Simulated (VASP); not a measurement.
Set up this calculation in VASP 6.6.1, as the native input.

- Task: single point
- Functional: PBEsol
- Potentials or basis: VASP PAW PBE potentials, release 64 (Ti_sv, O)
- Cutoff: 520 eV
- k mesh: 8 × 8 × 8
- Occupations: fermi-dirac, width 0.05 eV
- Spin: no spin polarisation
- Dipole correction: no
- Further INCAR settings: ALGO = Normal; EDIFF = 1e-07; NBANDS = 60

The structure of TiO2 lies in POSCAR:

```
TiO2
1.0
   -4.3314210635      4.3314210635      1.8811193635
    4.3314210635     -4.3314210635      1.8811193635
    4.3314210635      4.3314210635     -1.8811193635
Ti O
4 8
Direct
    0.2921868840      0.9972480238      0.2894349078
    0.0027519762      0.2921868840      0.2949388601
    0.9972480238      0.7078131160      0.7050611399
    0.7078131160      0.0027519762      0.7105650922
    0.4990314055      0.8489054232      0.3479368286
    0.1614523843      0.1598006016      0.3212529858
    0.1510945768      0.4990314055      0.6501259823
    0.1598006016      0.8385476157      0.9983482173
    0.8401993984      0.1614523843      0.0016517827
    0.8489054232      0.5009685945      0.3498740177
    0.8385476157      0.8401993984      0.6787470142
    0.5009685945      0.1510945768      0.6520631714
```

The input as run:

INCAR

```
SYSTEM = TiO2
ALGO = Normal
EDIFF = 1E-7
ENCUT = 520
GGA = PS
ISIF = 2
ISMEAR = -1
LASPH = .TRUE.
LCHARG = .TRUE.
LELF = .TRUE.
LREAL = .FALSE.
LVHAR = .TRUE.
LWAVE = .FALSE.
NBANDS = 60
NELM = 60
PREC = Accurate
SIGMA = 0.05
```

KPOINTS

```
k-points
0
G
  8 8 8
  0 0 0
```

Potentials or basis: VASP PAW PBE potentials, release 64 (Ti_sv, O).

Launch:

```bash
$ cat potpaw_PBE.64/Ti_sv/POTCAR potpaw_PBE.64/O/POTCAR > POTCAR
$ mpirun -np 1 vasp_std > vasp.out
```

It gave:

```json
{
 "Pressure": "0.7 GPa",
 "Largest force": "0.080 eV/Å",
 "Band gap on the k mesh": "1.58 eV, indirect (least direct gap 2.29 eV)"
}
```

Caveat: the PAW data sets were made with another functional, which shifts forces and pressure a little.

Wall time 18 min on 1 thread of Intel(R) Xeon(R) Platinum 8259CL CPU @ 2.50GHz (Skylake/Cascade Lake) (shared host), peak memory 0.63 GiB.
